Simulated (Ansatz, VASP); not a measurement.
O in VASP and in Ansatz

The input INCAR:

```
  PREC = Accurate
  ENCUT = 520
  EDIFF = 1E-6
  ISMEAR = -1
  SIGMA = 0.02
  LREAL = F
  LASPH = T
  NELM = 100
  ALGO = Normal
  ISIF = 2
  LWAVE = F
  LCHARG = F
  GGA = PS
  NBANDS = 13
```

File KPOINTS:

```
Automatic mesh
0
Gamma
  10 10 10
```

File POSCAR:

```
O
1.0
    1.4656497315      0.8700874312      3.4307511996
   -1.3810483127      0.8416204508      3.4022842192
    0.0176475812     -1.6094588821      3.3918645812
O
2
Direct
    0.0577000000      0.0577000000      0.0577000000
    0.9423000000      0.9423000000      0.9423000000
```

Input for Ansatz:

```yaml
crystal:
  lattice:
    - [1.4656497315, 0.8700874312, 3.4307511996]
    - [-1.3810483127, 0.8416204508, 3.4022842192]
    - [0.0176475812, -1.6094588821, 3.3918645812]
  atoms:
    - { symbol: O, position: [0.0577, 0.0577, 0.0577] }
    - { symbol: O, position: [0.9423, 0.9423, 0.9423] }
kpoints:
  mp_grid: { grid: [10, 10, 10] }
  band_path:
    path:
      - [0.0, 0.0, 0.0]
      - [-0.5, -0.5, -0.5]
      - [0.5, 0.0, 0.0]
      - [0.0, 0.0, 0.0]
      - [0.0, 0.0, 0.5]
      - [0.0, -0.5, 0.0]
      - [0.0, 0.0, 0.0]
      - [0.5, 0.0, 0.5]
      - [-0.5, -0.5, 0.0]
    npoints: 5
scf:
  occupations: { method: fermi_dirac, width: 0.02 }
hamiltonian:
  xc: pbesol
  pseudopotentials: { kind: all_electron, lapw: { basis_error: 0.0005 } }
output:
  forces: true
  stress: true
  eigenvalues: true
```

Change from the starting cell: equal xy, yz and zx shear strains of +2 %.

Alike in both runs: task single point; functional PBEsol; k mesh 10 × 10 × 10; occupations fermi-dirac, width 0.02 eV; no spin polarisation.

|  | VASP | Ansatz |
| --- | --- | --- |
| version | VASP 6.6.1 | Ansatz 0.2.0 |
| potentials or method | VASP PAW PBE potentials, release 64 (O), cutoff 520 eV | all-electron LAPW, scalar-relativistic |

|  | VASP | Ansatz | Ansatz less VASP |
| --- | --- | --- | --- |
| pressure (GPa) | 5.9 | 1.8 | -4.07 |
| traceless stress, the component that is largest in VASP (GPa) | 29.55 | 20.75 | -8.795 |
| rms of the force components (eV/Å) | 2.265 | 1.287 | -0.9779 |

VASP's potentials were made for PBE, not for PBEsol. Atom by atom the forces differ by 0.978 eV/Å (rms over components). Ansatz ran all-electron here, and VASP with PAW potentials.

Noted on VASP's run: the standard files for N, O and F lose accuracy on very short bonds; spin is off for a triplet molecule.
